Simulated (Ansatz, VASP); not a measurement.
## Cd4Se3: VASP beside Ansatz

```
CELL_PARAMETERS angstrom
4.09097 0.00000 0.00000
-2.04548 3.54288 0.00000
0.00000 0.00000 12.41512
ATOMIC_POSITIONS crystal
Cd 0.00000 0.00000 0.39045
Cd 0.00000 0.00000 0.60955
Cd 0.66667 0.33333 0.86895
Cd 0.33333 0.66667 0.13105
Se 0.66667 0.33333 0.26392
Se 0.33333 0.66667 0.73608
Se 0.00000 0.00000 0.00000
```

Alike in both runs: functional PBE; k mesh 5 × 5 × 2; occupations gaussian, width 0.2 eV; no spin polarisation.

Ansatz relaxed the structure, and its values are those at the end. VASP's run is a single point on that final structure, the one shown.

```csv
,VASP,Ansatz
version,VASP 6.6.1,Ansatz 0.2.0
potentials or method,"VASP PAW PBE potentials, release 64 (Cd, Se), cutoff 520 eV","scalar-relativistic, plane waves, PAW"
valence electrons in the cell,66,128
```

```csv
,VASP,Ansatz,Ansatz less VASP
gap on the k mesh at the Fermi level (eV),none,none,-
pressure (GPa),0.5,0.2,-0.29
rms of the force components (eV/Å),0.024,0.023,-0.0006
```

A gap of «none» marks a metal or a gap that the smearing closes. VASP's potentials hold 66 valence electrons a cell and Ansatz's 128, so a difference there can come from the potentials and not from the codes.
